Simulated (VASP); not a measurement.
TaW, 2 atoms in the cell. The structure is orthorhombic, space group Cmmm (No. 65). The conventional cell has a = 3.207 Å, b = 4.584 Å, c = 4.491 Å, α = 90.00°, β = 90.00°, γ = 90.00°. Within 3.6 Å of Ta (site symmetry mmm) lie 8 W at 2.76 to 3.21 Å and 6 Ta at 2.80 to 3.21 Å. Within 3.6 Å of W (site symmetry mmm) lie 8 Ta at 2.76 to 3.21 Å and 6 W at 2.80 to 3.21 Å. 

| Property | Result |
| --- | --- |
| Program | VASP 6.6.1 |
| Task | single point |
| Functional | LDA |
| Potentials or basis | VASP PAW LDA potentials, release 64 (Ta_sv_GW, W_sv) |
| Cutoff | 500 eV |
| k mesh | 8 × 8 × 5 |
| Occupations | gaussian, width 0.05 eV |
| Spin | no spin polarisation |
| Dipole correction | no |
| Second run | valence_matched |
| Further INCAR settings | ALGO = Normal; EDIFF = 1e-06; NBANDS = 20 |

Potentials or basis: VASP PAW LDA potentials, release 64 (Ta_sv_GW, W_sv).

Run with:

```console
$ cat potpaw_LDA.64/Ta_sv_GW/POTCAR potpaw_LDA.64/W_sv/POTCAR > POTCAR
$ mpirun -np 1 vasp_std > vasp.out
```

Hardware: 1 thread of Intel(R) Xeon(R) 6975P-C (Granite Rapids), with other jobs on the host.

Task: Estimate the wall time of this run.

Result: Run time: 17 s on 1 thread of Intel(R) Xeon(R) 6975P-C (Granite Rapids), on a shared host, peak memory 0.16 GiB. Counts: scf iterations 15, k points 63.
